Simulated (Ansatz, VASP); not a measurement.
Si3Cl2 in VASP and in Ansatz

```
Si Cl
1.0
     4.93964    0.00000    0.00000
     0.00000    4.93964    0.00000
     0.00000    0.00000    4.93964
Si Cl
3 2
Direct
  0.00000 0.50000 0.50000
  0.50000 0.00000 0.50000
  0.50000 0.50000 0.00000
  0.00000 0.00000 0.00000
  0.50000 0.50000 0.50000
```

Alike in both runs: functional PBE; k mesh 4 × 4 × 4; occupations gaussian, width 0.2 eV; no spin polarisation.

Ansatz relaxed the structure, and its values are those at the end. VASP's run is a single point on that final structure, the one shown.

```csv
,VASP,Ansatz
version,VASP 6.6.1,Ansatz 0.2.0
potentials or method,"VASP PAW PBE potentials, release 64 (Si, Cl), cutoff 500 eV","scalar-relativistic, plane waves, PAW"
valence electrons in the cell,26,26
```

```csv
,VASP,Ansatz,Ansatz less VASP
gap on the k mesh at the Fermi level (eV),none,none,-
pressure (GPa),0.8,0.8,-0.05
```

A gap of «none» marks a metal or a gap that the smearing closes.
